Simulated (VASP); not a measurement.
Input of a VASP 6.6.1 run:

File INCAR:

```
SYSTEM = Zn7NiO8
PREC     = Accurate       ! precision mode
ENCUT    = 520            ! plane-wave cutoff, eV
EDIFF    = 1E-6           ! SCF threshold, eV
ISMEAR   = 1              ! smearing method
SIGMA    = 0.05           ! smearing width, eV
LREAL    = Auto         
LASPH    = .True.         ! aspherical terms in the spheres
NELM     = 200            ! most SCF steps
ALGO     = Normal         ! electronic algorithm
ISIF     = 2              ! what is computed and relaxed
LWAVE    = .False.        ! write WAVECAR
LCHARG   = .False.        ! write CHGCAR
ISPIN    = 2              ! spin polarisation
MAGMOM   = 0 0 0 0 0 0 0 3 0 0 0 0 0 0 0 0 ! initial moments
LORBIT   = 11             ! projections on sites
LMAXMIX  = 4              ! l up to which the mixer works
GGA      = PS             ! functional
NELECT   = 143.0        
ISYM     = -1           
NBANDS   = 89             ! bands
GGA_COMPAT= .False.
```

KPOINTS

```
explicit points
1
Reciprocal
  0.25000000   0.25000000   0.25000000 1
```

POSCAR

```
Zn7NiO8
1.0
    6.4598480000      0.0000000000      0.0000000000
    0.0000000000      5.5943930000      0.0000000000
    0.0000000000      0.0000000000      5.2145190000
Zn Ni O
7 1 8
Direct
    0.2443380000      0.1426210000      0.4907070000
    0.9769730000      0.6672890000      0.5067760000
    0.7581400000      0.1714950000      0.5132860000
    0.0052490000      0.3350710000      0.9779710000
    0.4789800000      0.3369790000      0.0092660000
    0.2599480000      0.8245080000      0.9689020000
    0.7552300000      0.8340690000      0.9721030000
    0.4958640000      0.6861510000      0.4848220000
    0.9986780000      0.3437910000      0.3701150000
    0.4959510000      0.3418270000      0.3934870000
    0.2601250000      0.8297070000      0.3406770000
    0.7297000000      0.7995960000      0.3590860000
    0.2396820000      0.1421790000      0.8748800000
    0.0032460000      0.6808670000      0.8539990000
    0.7827650000      0.1394950000      0.9045440000
    0.4897840000      0.6545330000      0.8381920000
```

Potentials or basis: VASP PAW PBE potentials, release 64 (Zn, Ni, O).

Command:

```console
$ cat potpaw_PBE.64/Zn/POTCAR potpaw_PBE.64/Ni/POTCAR potpaw_PBE.64/O/POTCAR > POTCAR
$ mpirun -np 1 vasp_std > vasp.out
```

Estimate the net moment.

1.00 μB per cell.

Estimate the site moments.

Zn -0.01, -0.02, -0.00 (each value once); Ni +1.11; O -0.02, +0.02, +0.04, +0.05, -0.03, -0.01 (each value once) μB.

Predict the largest force.

3.723 eV/Å.

Forces in eV/Å, atoms in the order of the input:
```
Zn   0.314  0.719 -0.183
Zn   0.710  0.185 -2.214
Zn  -0.788 -0.403 -0.543
Zn   0.573  1.023  0.962
Zn   0.600 -0.160  0.217
Zn  -0.093 -0.626  0.825
Zn  -1.222 -2.665  1.346
Ni  -1.345 -0.545  0.083
O    0.256 -0.632  0.007
O    0.379 -1.278 -0.234
O   -1.424 -0.010  0.223
O    1.898  1.947 -0.782
O    0.675  1.767 -0.707
O    0.093 -1.318  1.320
O   -1.843  2.742 -1.715
O    1.217 -0.747  1.394
```

Caveat: the cell carries a net charge on a neutralising background, which shifts energy and pressure; the PAW data sets were made with another functional, which shifts forces and pressure a little.
